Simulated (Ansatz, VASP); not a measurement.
**Two plane-wave programs on Ir**

Contents of INCAR:

```
ALGO = Normal
EDIFF = 1E-6
ENCUT = 560
GGA = CA
GGA_COMPAT = F
ISIF = 2
ISMEAR = -1
LASPH = T
LCHARG = T
LELF = T
LREAL = F
LVHAR = T
LWAVE = F
NBANDS = 14
NELM = 120
PREC = Accurate
SIGMA = 0.1
```

The input KPOINTS:

```
k-points
0
Gamma
  23 23 23
```

The input POSCAR:

```
Ir
1.0
    0.0000000000      1.9060927672      1.9060927672
    1.9060927672      0.0000000000      1.9060927672
    1.9060927672      1.9060927672      0.0000000000
Ir
1
Direct
    0.0000000000      0.0000000000      0.0000000000
```

Input for Ansatz:

```yaml
crystal:
  lattice:
    - [0.0, 1.9060927672, 1.9060927672]
    - [1.9060927672, 0.0, 1.9060927672]
    - [1.9060927672, 1.9060927672, 0.0]
  atoms:
    - { symbol: Ir, position: [0.0, 0.0, 0.0] }
hamiltonian:
  xc: lda
  pseudopotentials:
    kind: paw
    azcp:
      Ir: "pseudopotentials/Ir.paw.azcp"
basis:
  ecutwfc: 420
  fft_grid_basis: typed
kpoints:
  mp_grid: { grid: [23, 23, 23], shift: [0, 0, 0] }
magnetization:
  spin_polarized: false
scf:
  occupations: { method: fermi_dirac, width: 0.1 }
  lower_state_search: "off"
output:
  stress: true
  write_density: true
  write_potential: true
  elf: true
  volumetric_format: npy
```

Alike in both runs: task single point; functional LDA; k mesh 23 × 23 × 23; occupations fermi-dirac, width 0.1 eV; no spin polarisation.

|  | VASP | Ansatz |
| --- | --- | --- |
| version | VASP 6.6.1 | Ansatz 0.2.0 |
| potentials or method | VASP PAW LDA potentials, release 64 (Ir_sv_GW), cutoff 560 eV | plane waves (420 eV) with PAW, scalar-relativistic |
| valence electrons in the cell | 17 | 17 |

```csv
,VASP,Ansatz,Ansatz less VASP
pressure (GPa),-0.5,-0.2,+0.36
```

Ansatz warns that its potentials were made for another functional, while VASP's fit it. LDA's correlation is that of Perdew and Zunger in VASP and of Perdew and Wang (1992) in Ansatz.

Spin-orbit coupling is off throughout.
